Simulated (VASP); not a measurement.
# LiAl12 in VASP: a series of runs, part 2 of 2

VASP 6.6.1.

## 4. Single point, PBEsol

INCAR reads:

```
SYSTEM = LiAl12
ALGO = Normal ; EDIFF = 1E-6
ENCUT = 520 ; GGA = PS
ISIF = 2 ; ISMEAR = -1
LASPH = .True. ; LCHARG = .False.
LREAL = .False. ; LWAVE = .False.
NBANDS = 32 ; NELM = 100
PREC = Accurate ; SIGMA = 0.15
```

KPOINTS reads:

```
k-points
0
Gamma
  3 3 1
  0 0 0
```

POSCAR reads:

```
LiAl12
1.0
    5.7275650000      0.0000000000      0.0000000000
    2.8637820000      4.9602170000      0.0000000000
    0.0000000000      0.0000000000     16.6765370000
Al Li
12 1
Direct
    0.1666667000      0.1666667000      0.0599645000
    0.6666667000      0.1666667000      0.0599645000
    0.1666667000      0.6666667000      0.0599645000
    0.6666667000      0.6666667000      0.0599645000
   -0.1662629531      0.3325467176      0.1980906376
    0.3331703096      0.3336196130      0.1968816177
   -0.1663646419      0.8334502064      0.1980202162
    0.3329502281      0.8334426908      0.1980129223
    0.0004087918     -0.0007147083      0.3400268359
    0.4965616125      0.0069285271      0.3332800314
    0.0055026029      0.4969787706      0.3335885692
    0.4974781040      0.4968857656      0.3335534830
    0.6645468195      0.6702831435      0.4595383316
```

Potentials or basis: VASP PAW PBE potentials, release 64 (Al, Li_sv).

The run is started by

```bash
cat potpaw_PBE.64/Al/POTCAR potpaw_PBE.64/Li_sv/POTCAR > POTCAR
mpirun -np 1 vasp_std > vasp.out
```

OUTCAR:

```text
SYSTEM = LiAl12
   EDIFF = 1E-6
   ENCUT = 520
   GGA = PS
   ISIF = 2
   ISMEAR = -1
   LASPH = .True.
   LREAL = .False.
   NELM = 100
   PREC = Accurate

 ion  position               nearest neighbor table
   1  0.167  0.167  0.060-   6 2.82   8 2.83   5 2.83   3 2.86   3 2.86   2 2.86   2 2.86   4 2.86
                             4 2.86
   2  0.667  0.167  0.060-   6 2.82   7 2.83   5 2.83   4 2.86   4 2.86   1 2.86   1 2.86   3 2.86
                             3 2.86
   3  0.167  0.667  0.060-   6 2.82   8 2.83   7 2.83   1 2.86   1 2.86   4 2.86   4 2.86   2 2.86
                             2 2.86
   4  0.667  0.667  0.060-   8 2.84   7 2.84   5 2.84   2 2.86   2 2.86   3 2.86   3 2.86   1 2.86
                             1 2.86
   5  0.834  0.333  0.198-  12 2.81  11 2.81   1 2.83   2 2.83   4 2.84   7 2.86   8 2.86   6 2.86
                             6 2.86   8 2.87   7 2.87   9 2.89
   6  0.333  0.334  0.197-  10 2.79  12 2.80  11 2.80   3 2.82   1 2.82   2 2.82   7 2.86   8 2.86
                             5 2.86   5 2.86   8 2.87   7 2.87
[... 378 lines left out ...]
------------------------ aborting loop because EDIFF is reached ----------------------------------------

  FORCE on cell =-STRESS in cart. coord.  units (eV):
  Direction    XX          YY          ZZ          XY          YZ          ZX
  --------------------------------------------------------------------------------------
  -------------------------------------------------------------------------------------
  Total       -3.5034448     -3.4525405     -0.1007583      0.0024562     -0.0065410      0.0006607
  in kB      -11.8475702    -11.6754276     -0.3407336      0.0083060     -0.0221196      0.0022342
  external PRESSURE =      -7.9545771 kB  Pullay stress =       0.0000000 kB

 VOLUME and BASIS-vectors are now :
 -----------------------------------------------------------------------------
  energy-cutoff  :      520.00
  volume of cell :      473.78
      direct lattice vectors                 reciprocal lattice vectors
     5.727565000  0.000000000  0.000000000     0.174594265 -0.100802024  0.000000000
     2.863782000  4.960217000  0.000000000     0.000000000  0.201604083  0.000000000
     0.000000000  0.000000000 16.676537000     0.000000000  0.000000000  0.059964488

 POSITION                                       TOTAL-FORCE (eV/Angst)
 -----------------------------------------------------------------------------------
      1.43189      0.82670      1.00000        -0.040546     -0.024135     -0.004821
      4.29567      0.82670      1.00000         0.040486     -0.024032     -0.004572
      2.86378      3.30681      1.00000         0.000060      0.048310     -0.007086
      5.72756      3.30681      1.00000        -0.000001     -0.000110      0.008001
      5.72762      1.64950      3.30347        -0.000063      0.001247     -0.001065
      2.86367      1.65483      3.28330         0.000082     -0.001595      0.002243
      7.16152      4.13409      3.30229        -0.000934      0.000653      0.001452
      4.29379      4.13406      3.30217         0.000837      0.000633      0.001614
      2.86408      4.95667      5.67047        -0.000220      0.002800      0.002362
      2.86393      0.03437      5.55796        -0.000239     -0.006048     -0.002160
      1.45476      2.46512      5.56310         0.003294      0.001667     -0.002787
      4.27231      2.46466      5.56252        -0.002907      0.002171     -0.002612
      5.72578      3.32475      7.66351         0.000149     -0.001560      0.009432
 -----------------------------------------------------------------------------------
    total drift:                               -0.000048      0.000348     -0.000041

  FREE ENERGIE OF THE ION-ELECTRON SYSTEM (eV)
  ---------------------------------------------------
  free  energy   TOTEN  =       -48.4031583579 eV

  energy  without entropy=      -47.9385250667  energy(sigma->0) =      -48.17084171
```

stdout:

```text
POSCAR found type information on POSCAR AlLi
 POSCAR found :  2 types and      13 ions
 scaLAPACK will be used
 -----------------------------------------------------------------------------
|                                                                             |
|                                                                             |
|     You enforced a specific xc type in the INCAR file but a different       |
|     I HOPE YOU KNOW WHAT YOU ARE DOING!                                     |
|                                                                             |
 -----------------------------------------------------------------------------

 LDA part: xc-table for (Slater+PW92), standard interpolation
 POSCAR, INCAR and KPOINTS ok, starting setup
 FFT: planning ... GRIDC
 FFT: planning ... GRID_SOFT
 FFT: planning ... GRID
 WAVECAR not read
 entering main loop
```

Wall time 1.8 min (1 thread of Intel Xeon 6975P-C (Granite Rapids), shared host); peak memory 0.6 GiB.

Results:

- Free energy: -48.4032 eV
- Largest force: 0.049 eV/Å
- Band gap on the k mesh: zero (an odd number of electrons rules out a gap without spin polarisation)

Forces in eV/Å, atoms in the order of the input:
```
Al  -0.041 -0.024 -0.005
Al   0.040 -0.024 -0.005
Al   0.000  0.048 -0.007
Al   0.000  0.000  0.008
Al   0.000  0.001 -0.001
Al   0.000 -0.002  0.002
Al  -0.001  0.001  0.001
Al   0.001  0.001  0.002
Al   0.000  0.003  0.002
Al   0.000 -0.006 -0.002
Al   0.003  0.002 -0.003
Al  -0.003  0.002 -0.003
Li   0.000 -0.002  0.009
```

Caveat: the k points lie up to 0.42 Å⁻¹ apart, too coarse for converged energies and pressures of a metal; the cutoff is under 1.25 times the usual one of these potentials, so pressure, stress and relaxed cells hold a basis-set (Pulay) error; the PAW data sets were made with another functional, which shifts forces and pressure a little.

## 5. Single point, PBEsol

INCAR reads:

```
SYSTEM = LiAl12
ALGO = Normal
EDIFF = 1E-6
ENCUT = 520
GGA = PS
ISIF = 2
ISMEAR = -1
LASPH = .True.
LCHARG = .True.
LELF = .True.
LREAL = .False.
LVHAR = .True.
LWAVE = .False.
NBANDS = 32
NELM = 60
PREC = Accurate
SIGMA = 0.15
```

KPOINTS is that of step 4.

POSCAR reads:

```
LiAl12
1.0
    5.7275650000      0.0000000000      0.0000000000
    2.8637820000      4.9602170000      0.0000000000
    0.0000000000      0.0000000000     16.6765370000
Al Li
12 1
Direct
    0.1666666208      0.1666667003      0.0599644878
    0.6666667081      0.1666667003      0.0599644878
    0.1666666712      0.6666665995      0.0599644878
    0.6666667585      0.6666665995      0.0599644878
   -0.1662630406      0.3325467414      0.1980906468
    0.3331701989      0.3336196783      0.1968816428
   -0.1663647234      0.8334502301      0.1980202484
    0.3329501446      0.8334427707      0.1980129328
    0.0004088485     -0.0007146865      0.3400268293
    0.4965616641      0.0069285275      0.3332800449
    0.0055024920      0.4969788620      0.3335885622
    0.4974781808      0.4968857209      0.3335534830
    0.6645468202      0.6702831751      0.4595383322
```

The run is started by

```bash
cat potpaw_PBE.64/Al/POTCAR potpaw_PBE.64/Li_sv/POTCAR > POTCAR
mpirun -np 1 vasp_std > vasp.out
```

It took 1.9 min on 1 thread of Intel Xeon 6975P-C (Granite Rapids), shared host; peak memory 0.6 GiB.

It converged, with:

* Free energy: -48.4032 eV
* Largest force: 0.049 eV/Å
* Band gap on the k mesh: zero (an odd number of electrons rules out a gap without spin polarisation)

Forces on the atoms (eV/Å):
```
Al  -0.041 -0.024 -0.005
Al   0.040 -0.024 -0.005
Al   0.000  0.048 -0.007
Al   0.000  0.000  0.008
Al   0.000  0.001 -0.001
Al   0.000 -0.002  0.002
Al  -0.001  0.001  0.001
Al   0.001  0.001  0.002
Al   0.000  0.003  0.002
Al   0.000 -0.006 -0.002
Al   0.003  0.002 -0.003
Al  -0.003  0.002 -0.003
Li   0.000 -0.002  0.009
```

Levels at points of the mesh, in eV from the Fermi level:
```tsv
k point	band 18	band 19	band 20	band 21	band 22	band 23
(0.00, 0.00, 0.00)	-0.39	-0.39	-0.32	-0.10	-0.10	-0.05
```

Caveat: the k points lie up to 0.42 Å⁻¹ apart, too coarse for converged energies and pressures of a metal; the cutoff is under 1.25 times the usual one of these potentials, so pressure, stress and relaxed cells hold a basis-set (Pulay) error; the PAW data sets were made with another functional, which shifts forces and pressure a little.

## 6. Relaxation of the atoms, PBEsol

INCAR reads:

```
SYSTEM = LiAl12
  ALGO = Normal
  EDIFF = 1E-6
  EDIFFG = -0.03
  ENCUT = 520
  GGA = PS
  IBRION = 2
  ISIF = 2
  ISMEAR = -1
  LASPH = .TRUE.
  LCHARG = .FALSE.
  LREAL = .FALSE.
  LWAVE = .FALSE.
  NELM = 80
  NSW = 80
  PREC = Accurate
  SIGMA = 0.15
```

KPOINTS reads:

```
k-points
0
G
  3 3 1
  0 0 0
```

POSCAR reads:

```
LiAl12
1.0
    5.7275650000      0.0000000000      0.0000000000
    2.8637820000      4.9602170000      0.0000000000
    0.0000000000      0.0000000000     16.6765370000
Al Li
12 1
Selective dynamics
Direct
    0.1666666800      0.1666666600      0.0599644900  F F F
    0.6666666800      0.1666666600      0.0599644900  F F F
    0.1666667400      0.6666666300      0.0599644900  F F F
    0.6666667300      0.6666666300      0.0599644900  F F F
   -0.1666666300      0.3333333200      0.2001775700  T T T
    0.3333333700      0.3333333200      0.2001775700  T T T
   -0.1666665700      0.8333332900      0.2001775700  T T T
    0.3333334200      0.8333332900      0.2001775700  T T T
    0.0000000000      0.0000000000      0.3403906400  T T T
    0.4999999900      0.0000000000      0.3403906400  T T T
    0.0000000500      0.4999999700      0.3403906400  T T T
    0.5000000500      0.4999999700      0.3403906400  T T T
    0.8333333600      0.3333333200      0.4567217500  T T T
```

Potentials or basis: VASP PAW PBE potentials, release 64 (Al, Li_sv).

The run is started by

```bash
cat potpaw_PBE.64/Al/POTCAR potpaw_PBE.64/Li_sv/POTCAR > POTCAR
mpirun -np 1 vasp_std > vasp.out
```

Run time: 5.3 min. Hardware: 1 thread of Intel Xeon 6975P-C (Granite Rapids), shared host; peak memory 0.64 GiB.

The run converged. Its results:

| Quantity | Value |
| --- | --- |
| Free energy | -48.4299 eV |
| Energy gained by relaxing | 8.0 meV/atom |
| Ionic steps | 11 |
| Band gap on the k mesh | zero (an odd number of electrons rules out a gap without spin polarisation) |

Step by step:
| step | energy change (eV) | largest force on free atoms (eV/Å) | pressure (GPa) |
| --- | --- | --- | --- |
| 1 | 0.0000 | 0.6037 | -1.01 |
| 2 | -0.0559 | 0.3559 | -1.02 |
| 3 | -0.0868 | 0.1476 | -1.00 |
| 4 | -0.0924 | 0.0888 | -1.00 |
| 5 | -0.0970 | 0.0785 | -1.00 |
| 6 | -0.0990 | 0.0679 | -0.98 |
| 7 | -0.1005 | 0.0792 | -0.94 |
| 8 | -0.1018 | 0.0614 | -0.92 |
| 9 | -0.1039 | 0.0323 | -0.83 |
| 10 | -0.1039 | 0.0433 | -0.81 |
| 11 | -0.1044 | 0.0155 | -0.78 |

Final structure:
```yaml
crystal:
  lattice:
    - [5.72757, 0.00000, 0.00000]
    - [2.86378, 4.96022, 0.00000]
    - [0.00000, 0.00000, 16.67654]
  atoms:
    - { symbol: Al, position: [0.16667, 0.16667, 0.05996] }
    - { symbol: Al, position: [0.66667, 0.16667, 0.05996] }
    - { symbol: Al, position: [0.16667, 0.66667, 0.05996] }
    - { symbol: Al, position: [0.66667, 0.66667, 0.05996] }
    - { symbol: Al, position: [0.83333, 0.33333, 0.19732] }
    - { symbol: Al, position: [0.33467, 0.33066, 0.19803] }
    - { symbol: Al, position: [0.83067, 0.83467, 0.19803] }
    - { symbol: Al, position: [0.33467, 0.83467, 0.19803] }
    - { symbol: Al, position: [0.00407, 0.99186, 0.33323] }
    - { symbol: Al, position: [0.50000, 0.00000, 0.34093] }
    - { symbol: Al, position: [0.00407, 0.50407, 0.33323] }
    - { symbol: Al, position: [0.49186, 0.50407, 0.33323] }
    - { symbol: Li, position: [0.83333, 0.33333, 0.45756] }
```

Levels at points of the mesh, in eV from the Fermi level:
```tsv
k point	band 16	band 17	band 18	band 19	band 20	band 21	band 22	band 23	band 24	band 25
(0.00, 0.00, 0.00)	-2.57	-2.57	-0.44	-0.44	-0.28	-0.11	-0.04	-0.04	0.06	1.67
```

Caveat: the k points lie up to 0.42 Å⁻¹ apart, too coarse for converged energies and pressures of a metal; the cutoff is under 1.25 times the usual one of these potentials, so pressure, stress and relaxed cells hold a basis-set (Pulay) error; the PAW data sets were made with another functional, which shifts forces and pressure a little.

## 7. Summary

| task | cell | atoms held fixed (from 0) | gap on the mesh (eV) | largest force (eV/Å) |
| --- | --- | --- | --- | --- |
| single point | as given, atomic positions A | - | none | 0.06 |
| single point | as given, atomic positions B | - | none | 0.05 |
| relaxation of the atoms | atoms relaxed, atomic positions C | [0, 1, 2, 3] | none | - |

Alike in all rows: level PBEsol; potentials or basis VASP PAW PBE potentials, release 64 (Al, Li_sv); no spin polarisation; k mesh 3 × 3 × 1; cutoff (eV) 520; smearing fermi-dirac 0.15 eV.

Caveats: all runs use coarse meshes; the cutoff is under 1.25 times the usual one of these potentials, so pressure, stress and relaxed cells hold a basis-set (Pulay) error; the PAW data sets were made with another functional, which shifts forces and pressure a little.

Absolute energies hang on the potentials; compare differences alone.
